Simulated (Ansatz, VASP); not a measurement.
# One calculation of SiGe, two programs

```
Si Ge
1.0
     3.90445    0.00000    0.00000
    -1.95223    3.38135    0.00000
     0.00000    0.00000    6.45078
Si Ge
2 2
Direct
  0.66667 0.33333 0.91336
  0.33333 0.66667 0.41336
  0.66667 0.33333 0.50039
  0.33333 0.66667 0.00039
```

Change from the starting cell: all Si atoms moved +0.250 Å, as atom 1 along Cartesian [0 0 1].

Alike in both runs: task single point; functional r2SCAN; k mesh 12 × 12 × 4; occupations gaussian, width 0.05 eV; no spin polarisation.

```csv
,VASP,Ansatz
version,VASP 6.6.1,Ansatz 0.2.0
potentials or method,"VASP PAW PBE potentials, release 64 (Si, Ge_d), cutoff 520 eV","scalar-relativistic, plane waves, PAW"
valence electrons in the cell,36,36
```

|  | VASP | Ansatz | Ansatz less VASP |
| --- | --- | --- | --- |
| gap on the k mesh at the Fermi level (eV) | none | none | - |
| pressure (GPa) | 1.6 | 1.7 | +0.05 |
| traceless stress, the component that is largest in VASP (GPa) | -6.93 | -6.92 | +0.010 |
| rms of the force components (eV/Å) | 1.149 | 1.146 | -0.0039 |

VASP's potentials were made for PBE, not for r2SCAN. Atom by atom the forces differ by 0.004 eV/Å (rms over components). A gap of «none» marks a metal or a gap that the smearing closes. With one functional, cell and mesh, what is left measures potentials, basis and numerics.
